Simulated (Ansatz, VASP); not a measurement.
BN: VASP beside Ansatz

```xyz
2
Lattice="0.0000 1.7399 1.9573 1.7399 0.0000 1.9573 1.7399 1.7399 0.0000" Properties=species:S:1:pos:R:3 pbc="T T T"
B     0.0000    0.0000    0.0000
N     2.6098    2.6098    2.9360
```

Change from the starting cell: strain -0.040 along x and y, +0.080 along z, atoms carried along.

Alike in both runs: task single point; functional PBE; k mesh 12 × 12 × 12; occupations gaussian, width 0.05 eV; no spin polarisation.

```csv
,VASP,Ansatz
version,VASP 6.6.1,Ansatz 0.2.0
potentials or method,"VASP PAW PBE potentials, release 64 (B, N), cutoff 600 eV","scalar-relativistic, plane waves, PAW"
valence electrons in the cell,8,8
```

|  | VASP | Ansatz | Ansatz less VASP |
| --- | --- | --- | --- |
| gap on the k mesh at the Fermi level (eV) | 3.39 | 3.40 | +0.011 |
| least direct gap on the mesh (eV) | 7.91 | 7.92 | +0.004 |
| pressure (GPa) | 1.8 | 1.8 | +0.03 |
| traceless stress, the component that is largest in VASP (GPa) | -56.09 | -56.04 | +0.055 |

With one functional, cell and mesh, what is left measures potentials, basis and numerics.
